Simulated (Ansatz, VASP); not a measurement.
## One calculation of ZnS, two programs

```xyz
2
Lattice="0.0000 2.7046 2.6235 2.7046 0.0000 2.6235 2.7046 2.7046 0.0000" Properties=species:S:1:pos:R:3 pbc="T T T"
Zn    0.0000    0.0000    0.0000
S     4.0570    4.0570    3.9353
```

Change from the starting cell: strain +0.000 along x and y, -0.030 along z, atoms carried along.

Alike in both runs: task single point; functional PBE; k mesh 10 × 10 × 10; occupations gaussian, width 0.05 eV; no spin polarisation.

|  | VASP | Ansatz |
| --- | --- | --- |
| version | VASP 6.6.1 | Ansatz 0.2.0 |
| potentials or method | VASP PAW PBE potentials, release 64 (Zn, S), cutoff 520 eV | scalar-relativistic, plane waves, PAW |
| valence electrons in the cell | 18 | 18 |

VASP gave:

```
gap on the k mesh at the Fermi level (eV)                     : 2.17
least direct gap on the mesh (eV)                             : 2.17
pressure (GPa)                                                : 4.0
traceless stress, the component that is largest in VASP (GPa) : 0.74
```

Task: What did Ansatz give for the same quantities?

Result: gap on the k mesh at the Fermi level (eV): 2.16; least direct gap on the mesh (eV): 2.16; pressure (GPa): 3.8; traceless stress, the component that is largest in VASP (GPa): 0.75.
